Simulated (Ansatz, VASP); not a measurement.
**Two plane-wave programs on Al**

```xyz
1
Lattice="-1.4022 1.4541 2.0257 1.4022 -1.4541 2.0257 1.4022 1.4541 -2.0257" Properties=species:S:1:pos:R:3 pbc="T T T"
Al    0.0000    0.0000    0.0000
```

Change from the starting cell: the structure that the rattled Ba type (Cmmm, No. 65) fell into.

Alike in both runs: task single point; functional PBE; k mesh 8 × 8 × 8; occupations gaussian, width 0.1 eV; no spin polarisation.

|  | VASP | Ansatz |
| --- | --- | --- |
| version | VASP 6.6.1 | Ansatz 0.2.0 |
| potentials or method | VASP PAW PBE potentials, release 64 (Al), cutoff 520 eV | scalar-relativistic, plane waves, PAW |
| valence electrons in the cell | 3 | 3 |

```csv
,VASP,Ansatz,Ansatz less VASP
gap on the k mesh at the Fermi level (eV),none,none,-
pressure (GPa),0.1,0.1,+0.04
"traceless stress, the component that is largest in VASP (GPa)",2.62,2.62,-0.001
```

A gap of «none» marks a metal or a gap that the smearing closes.

The k mesh is coarse, so the values compare programs but aren't converged.
